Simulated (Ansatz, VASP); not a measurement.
**SbO5: VASP beside Ansatz**

```
Sb O
1.0
     3.76198    0.00000    0.00000
    -1.88099    3.25797    0.00000
     0.00000    0.00000    5.84304
Sb O
1 5
Direct
  0.00000 0.00000 0.00000
  0.00000 0.50000 0.50000
  0.50000 0.50000 0.50000
  0.33333 0.66667 0.00000
  0.50000 0.00000 0.50000
  0.66667 0.33333 0.00000
```

Change from the starting cell: species swapped into the GdRh5 type (P6/mmm, No. 191).

Alike in both runs: task relaxation of cell and atoms; functional PBE; k mesh 12 × 12 × 6; occupations gaussian, width 0.1 eV; no spin polarisation.

|  | VASP | Ansatz |
| --- | --- | --- |
| version | VASP 6.6.1 | Ansatz 0.2.0 |
| potentials or method | VASP PAW PBE potentials, release 64 (Sb, O), cutoff 600 eV | scalar-relativistic, plane waves, PAW |
| valence electrons in the cell | 35 | 45 |

Ansatz gave:

| Property | Result |
| --- | --- |
| gap on the k mesh at the Fermi level, each at its own relaxed structure (eV) | none |
| relaxed volume (Å³/atom) | 11.98 |
| relaxed length of the cell vector where the two differ most in proportion (Å) | 5.853 |

Question: Which values does VASP return?

Answer: gap on the k mesh at the Fermi level, each at its own relaxed structure (eV): none; relaxed volume (Å³/atom): 11.85; relaxed length of the cell vector where the two differ most in proportion (Å): 5.814.

A gap of «none» marks a metal or a gap that the smearing closes. VASP's potentials hold 35 valence electrons a cell and Ansatz's 45, so a difference there can come from the potentials and not from the codes.

Neither program's run includes spin-orbit coupling.
